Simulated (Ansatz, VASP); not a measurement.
## One calculation of Hf2H3, two programs

```
CELL_PARAMETERS angstrom
4.26564 0.00000 0.00000
-2.13282 3.69415 0.00000
0.00000 0.00000 3.96284
ATOMIC_POSITIONS crystal
Hf 0.33333 0.66667 0.00000
Hf 0.66667 0.33333 0.00000
H 0.00000 0.00000 0.26591
H 0.00000 0.00000 0.73409
H 0.00000 0.00000 0.50000
```

Alike in both runs: task relaxation of cell and atoms; functional PBE; k mesh 6 × 6 × 4; occupations gaussian, width 0.1 eV; no spin polarisation.

|  | VASP | Ansatz |
| --- | --- | --- |
| version | VASP 6.6.1 | Ansatz 0.2.0 |
| potentials or method | VASP PAW PBE potentials, release 64 (Hf_pv, H), cutoff 600 eV | scalar-relativistic, plane waves, PAW |
| valence electrons in the cell | 23 | 55 |

Ansatz gave:

| Item | Value |
| --- | --- |
| gap on the k mesh at the Fermi level, each at its own relaxed structure (eV) | none |
| relaxed volume (Å³/atom) | 13.32 |
| relaxed cell length with the largest relative difference (Å) | 5.071 |

Question: What did VASP give for the same quantities?

Answer: gap on the k mesh at the Fermi level, each at its own relaxed structure (eV): none; relaxed volume (Å³/atom): 13.29; relaxed cell length with the largest relative difference (Å): 5.066.

A gap of «none» marks a metal or a gap that the smearing closes. VASP's potentials hold 23 valence electrons a cell and Ansatz's 55, so a difference there can come from the potentials and not from the codes.

The k mesh is coarse, so the values compare programs but aren't converged. Neither program's run includes spin-orbit coupling.
